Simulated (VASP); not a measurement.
# Cu (P1) in VASP: notebook

The runs below take Cu through single point, with LDA.

All numbers are computed with VASP 6.6.1; they aren't measurements. Logs are shortened: lines on timing, memory, paths and dates and some standing lists are left out, and cuts for length are marked.

### 1 The cell of the first run

The typed cell holds 4 atoms: a = 2.527 Å, b = 2.527 Å, c = 8.248 Å, α = 90.00°, β = 90.00°, γ = 120.00°.

### 2 Single point, LDA

INCAR

```
SYSTEM = Cu
PREC = Accurate
ENCUT = 600
EDIFF = 1E-6
ISMEAR = 1
SIGMA = 0.15
LREAL = .False.
LASPH = .True.
NELM = 120
ALGO = Normal
ISIF = 2
LWAVE = .False.
LCHARG = .True.
GGA = CA
LELF = .True.
LVHAR = .True.
NBANDS = 30
GGA_COMPAT = .False.
```

KPOINTS

```
Automatic mesh
0
Gamma
  7 7 2
  0 0 0
```

POSCAR

```
Cu
1.0
    2.5265350172      0.0000000000      0.0000000000
   -1.2632675086      2.1880510449      0.0000000000
    0.0000000000      0.0000000000      8.2480272865
Cu
4
Direct
    0.0156800000      0.0041500000      0.9930900000
    0.3406900000      0.7000400000      0.2437600000
    0.0175900000      0.0113400000      0.4854500000
    0.6664500000      0.3445300000      0.7447600000
```

Potentials or basis: VASP PAW LDA potentials, release 64 (Cu).

Command:

```sh
> cat potpaw_LDA.64/Cu/POTCAR > POTCAR
> mpirun -np 1 vasp_std > vasp.out
```

OUTCAR:

```text
SYSTEM = Cu
   PREC = Accurate
   ENCUT = 600
   EDIFF = 1E-6
   ISMEAR = 1
   LREAL = .False.
   LASPH = .True.
   NELM = 120
   ISIF = 2
   GGA = CA

 ion  position               nearest neighbor table
   1  0.016  0.004  0.993-   2 2.48   4 2.49   4 2.51   2 2.54   4 2.54   2 2.57
   2  0.341  0.700  0.244-   3 2.43   1 2.48   3 2.48   3 2.50   1 2.54   1 2.57
   3  0.018  0.011  0.485-   2 2.43   2 2.48   2 2.50   4 2.57   4 2.59   4 2.61
   4  0.666  0.345  0.745-   1 2.49   1 2.51   1 2.54   3 2.57   3 2.59   3 2.61

  LATTYP: Found a hexagonal cell.
 ALAT       =     2.5265350172
 C/A-ratio  =     3.2645608433

  Lattice vectors:

 A1 = (   2.5265350172,   0.0000000000,   0.0000000000)
 A2 = (  -1.2632675086,   2.1880510449,   0.0000000000)
 A3 = (   0.0000000000,   0.0000000000,   8.2480272865)

Analysis of symmetry for initial positions (statically):
=====================================================================
 Subroutine PRICEL returns:
 Original cell was already a primitive cell.

 Routine SETGRP: Setting up the symmetry group for a
 hexagonal supercell.

 Subroutine GETGRP returns: Found  1 space group operations
 (whereof  1 operations were pure point group operations)
 out of a pool of 24 trial point group operations.

The static configuration has the point symmetry C_1 .

Analysis of symmetry for dynamics (positions and initial velocities):
=====================================================================
 Subroutine PRICEL returns:
 Original cell was already a primitive cell.

 Routine SETGRP: Setting up the symmetry group for a
 hexagonal supercell.

 Subroutine GETGRP returns: Found  1 space group operations
 (whereof  1 operations were pure point group operations)
 out of a pool of 24 trial point group operations.

The dynamic configuration has the point symmetry C_1 .

 Subroutine INISYM returns: Found  1 space group operations
 (whereof  1 operations are pure point group operations),
 and found     1 'primitive' translations

----------------------------------------------------------------------------------------

                                     Primitive cell

  volume of cell :      45.5966

  direct lattice vectors                    reciprocal lattice vectors
     2.526535017  0.000000000  0.000000000     0.395798987  0.228513865  0.000000000
    -1.263267509  2.188051045  0.000000000     0.000000000  0.457027729  0.000000000
     0.000000000  0.000000000  8.248027286     0.000000000  0.000000000  0.121241112

  length of vectors
     2.526535017  2.526541544  8.248027286     0.457028910  0.457027729  0.121241112

  position of ions in fractional coordinates (direct lattice)
     0.015680000  0.004150000  0.993090000
     0.340690000  0.700040000  0.243760000
     0.017590000  0.011340000  0.485450000
     0.666450000  0.344530000  0.744760000

  ion indices of the primitive-cell ions
   primitive index   ion index
                 1           1
                 2           2
                 3           3
                 4           4

----------------------------------------------------------------------------------------

 KPOINTS: Automatic mesh

Automatic generation of k-mesh.
 Grid dimensions read from file:
 generate k-points for:    7    7    2

 Generating k-lattice:

  Cartesian coordinates                     Fractional coordinates (reciprocal lattice)
     0.056542712  0.032644838  0.000000000     0.142857143  0.000000000  0.000000000
     0.000000000  0.065289676  0.000000000     0.000000000  0.142857143  0.000000000
     0.000000000  0.000000000  0.060620556     0.000000000  0.000000000  0.500000000

  Length of vectors
     0.065289844  0.065289676  0.060620556

  Shift w.r.t. Gamma in fractional coordinates (k-lattice)
     0.000000000  0.000000000  0.000000000

 Subroutine IBZKPT returns following result:
 ===========================================

 Found     50 irreducible k-points:

 Following reciprocal coordinates:
            Coordinates               Weight
  0.000000  0.000000  0.000000      1.000000
  0.142857  0.000000  0.000000      2.000000
  0.000000  0.142857  0.000000      2.000000
 -0.142857  0.142857  0.000000      2.000000
  0.285714  0.000000  0.000000      2.000000
  0.000000  0.285714  0.000000      2.000000
[... 16 lines left out ...]
  0.285714  0.285714  0.000000      2.000000
 -0.285714 -0.428571  0.000000      2.000000
 [... further k-points ...]
   k-points           NKPTS =     50   k-points in BZ     NKDIM =     50   number of bands    NBANDS=     30
   number of dos      NEDOS =    301   number of ions     NIONS =      4
   total plane-waves  NPLWV =  28000
   dimension x,y,z NGX =    20 NGY =   20 NGZ =   70
   dimension x,y,z NGXF=    40 NGYF=   40 NGZF=  140
   ions per type =               4
   NGX,Y,Z   is equivalent  to a cutoff of  13.16, 13.16, 14.11 a.u.
   NGXF,Y,Z  is equivalent  to a cutoff of  26.32, 26.32, 28.22 a.u.
 SYSTEM =  Cu
   PREC   = accura    normal or accurate (medium, high low for compatibility)
   ISTART =      0    job   : 0-new  1-cont  2-samecut
   ICHARG =      2    charge: 1-file 2-atom 10-const
   ISPIN  =      1    spin polarized calculation?
   LNONCOLLINEAR =      F non collinear calculations
   LSORBIT =      F    spin-orbit coupling
   LASPH  =      T    aspherical Exc in radial PAW
   ENCUT  =  600.0 eV  44.10 Ry    6.64 a.u.   5.05  5.05 16.47*2*pi/ulx,y,z
   NELM   =    120;   NELMIN=  2; NELMDL= -5     # of ELM steps
   EDIFF  = 0.1E-05   stopping-criterion for ELM
   LREAL  =      F    real-space projection
   EDIFFG = 0.1E-04   stopping-criterion for IOM
   NSW    =      0    number of steps for IOM
   IBRION =     -1    ionic relax: 0-MD 1-quasi-New 2-CG
   NFREE  =      0    steps in history (QN), initial steepest desc. (CG)
   ISIF   =      2    stress and relaxation
   ISYM   =      2    0-nonsym 1-usesym 2-fastsym
   POTIM  = 0.5000    time-step for ionic-motion
   TEBEG  =    0.0;   TEEND  =   0.0 temperature during run
   PSTRESS=    0.0 pullay stress
   NELECT =      44.0000    total number of electrons
   NUPDOWN=      -1.0000    fix difference up-down
   EMIN   =  10.00;   EMAX   =-10.00  energy-range for DOS
   EFERMI =   0.00;   METHOD = LEGACY
   ISMEAR =     1;   SIGMA  =   0.15  broadening in eV -4-tet -1-fermi 0-gaus
   EFERMI_NEDOS =   21; number of points for ismear=-14 and -15
   IALGO  =     38    algorithm
   IMIX   =      4    mixing-type and parameters
     AMIX     =   0.40;   BMIX     =  1.00
     AMIX_MAG =   1.60;   BMIX_MAG =  1.00
  volume/ion in A,a.u.               =      11.40        76.93
  Fermi-wavevector in a.u.,A,eV,Ry     =   1.617763  3.057128 35.608563  2.617156
  Thomas-Fermi vector in A             =   2.712135
   LORBIT       =      0    0 simple, 1 ext, 2 COOP (PROOUT), +10 PAW based schemes
   GGA     = CA    functional components
   LHFCALC =     F    Hartree Fock is set to
   AEXX    =    0.0000 exact exchange contribution
   IVDW    =     0    specifies the selected vdW correction
   LEPSILON=     F    determine dielectric tensor
   LRPA    =     F    only Hartree local field effects (RPA)
 non-spin polarized calculation
 Methfessel and Paxton  Order N= 1 SIGMA  =   0.15
  energy-cutoff  :      600.00
  volume of cell :       45.60
 maximum number of plane-waves:      1535
   NGX = 11   NGY = 11   NGZ = 33

 number of electron      43.9999993 magnetization

 Free energy of the ion-electron system (eV)
  ---------------------------------------------------
  ext. energy  EPLUGINS =         0.00000000
  ---------------------------------------------------
  free energy    TOTEN  =       -18.81309032 eV

  energy without entropy =      -18.81639152  energy(sigma->0) =      -18.81419072

 E-fermi :   7.7162     XC(G=0): -13.3094

 val. band max:        7.5888601614   @ k =   0.0000   0.4286   0.0000
 cond. band min:       7.7405675901   @ k =  -0.4286   0.4286   0.0000
 fundamental gap:      0.1517074287
 Fermi energy:         7.7162354799

 k-point     1 :       0.0000    0.0000    0.0000
  band No.  band energies     occupation
      1      -1.8370      2.00000
      2       0.2496      2.00000
      3       0.4288      2.00000
      4       2.4513      2.00000
      5       4.2576      2.00000
      6       4.3930      2.00000
[... 22 lines left out ...]
     29      29.9598      0.00000
     30      30.1128      0.00000

 k-point     2 :       0.1429    0.0000    0.0000
  band No.  band energies     occupation
      1      -1.1687      2.00000
      2       0.8347      2.00000
      3       1.0091      2.00000
      4       2.8227      2.00000
      5       4.0448      2.00000
      6       4.2149      2.00000
[... 22 lines left out ...]
     29      25.3993      0.00000
     30      25.5066      0.00000

 k-point     3 :       0.0000    0.1429    0.0000
  band No.  band energies     occupation
      1      -1.1692      2.00000
      2       0.8340      2.00000
      3       1.0083      2.00000
      4       2.8194      2.00000
      5       4.0525      2.00000
      6       4.2252      2.00000
[... 22 lines left out ...]
     29      25.3854      0.00000
     30      25.4990      0.00000

 k-point     4 :      -0.1429    0.1429    0.0000
  band No.  band energies     occupation
      1      -1.1685      2.00000
      2       0.8350      2.00000
      3       1.0095      2.00000
      4       2.8240      2.00000
      5       4.0402      2.00000
      6       4.2067      2.00000
[... 616 lines left out ...]
     29      17.3027      0.00000
     30      18.3755      0.00000

 k-point    23 :       0.2857    0.2857    0.0000
  band No.  band energies     occupation
      1       3.2928      2.00000
      2       3.3388      2.00000
      3       3.3832      2.00000
      4       3.4817      2.00000
      5       3.6412      2.00000
      6       3.6760      2.00000
[... 22 lines left out ...]
     29      15.7779      0.00000
     30      17.1920      0.00000

 k-point    24 :      -0.2857   -0.4286    0.0000
  band No.  band energies     occupation
      1       3.2854      2.00000
      2       3.3328      2.00000
      3       3.3862      2.00000
      4       3.4864      2.00000
      5       3.6305      2.00000
      6       3.6893      2.00000
[... 22 lines left out ...]
     29      15.7735      0.00000
     30      17.1982      0.00000

 [... further k-points ...]

------------------------ aborting loop because EDIFF is reached ----------------------------------------

  FORCE on cell =-STRESS in cart. coord.  units (eV):
  Direction    XX          YY          ZZ          XY          YZ          ZX
  --------------------------------------------------------------------------------------
  -------------------------------------------------------------------------------------
  Total       -1.7683887     -2.0336572     -1.8730788     -0.0407970      0.0198140     -0.0327699
  in kB      -62.1377407    -71.4587591    -65.8163454     -1.4335265      0.6962258     -1.1514711
  external PRESSURE =     -66.4709484 kB  Pullay stress =       0.0000000 kB

 VOLUME and BASIS-vectors are now :
 -----------------------------------------------------------------------------
  energy-cutoff  :      600.00
  volume of cell :       45.60
      direct lattice vectors                 reciprocal lattice vectors
     2.526535017  0.000000000  0.000000000     0.395798987  0.228513865  0.000000000
    -1.263267509  2.188051045  0.000000000     0.000000000  0.457027729  0.000000000
     0.000000000  0.000000000  8.248027286     0.000000000  0.000000000  0.121241112

 POSITION                                       TOTAL-FORCE (eV/Angst)
 -----------------------------------------------------------------------------------
      0.03437      0.00908      8.19103        -0.093068      0.060250      0.008356
     -0.02357      1.53172      2.01054         0.114920     -0.093553     -0.280351
      0.03012      0.02481      4.00400        -0.089645      0.048424      0.540516
      1.24858      0.75385      6.14280         0.067793     -0.015122     -0.268521
 -----------------------------------------------------------------------------------
    total drift:                                0.001523      0.000656     -0.000154

  FREE ENERGIE OF THE ION-ELECTRON SYSTEM (eV)
  ---------------------------------------------------
  free  energy   TOTEN  =       -18.8130903233 eV

  energy  without entropy=      -18.8163915183  energy(sigma->0) =      -18.81419072
```

Run time: 73 s. Hardware: 1 thread of Intel Xeon Platinum 8259CL at 2.50GHz (Skylake/Cascade Lake), shared host; peak memory 0.18 GiB.

What came out:

| Property | Result |
| --- | --- |
| Free energy | -18.8131 eV |
| Pressure | -6.6 GPa |
| Largest force | 0.550 eV/Å |
| Band gap on the k mesh | zero (bands 22 and 23 overlap by 4.28 eV) |

Forces on the atoms (eV/Å):
```
Cu  -0.093  0.060  0.008
Cu   0.115 -0.094 -0.280
Cu  -0.090  0.048  0.541
Cu   0.068 -0.015 -0.269
```

Stress tensor (GPa, compression positive):
```
-6.21 -0.14 -0.12
-0.14 -7.15  0.07
-0.12  0.07 -6.58
```

Caveat: the k points lie up to 0.41 Å⁻¹ apart, too coarse for converged energies and pressures of a metal.

[end of part 1 of 2]
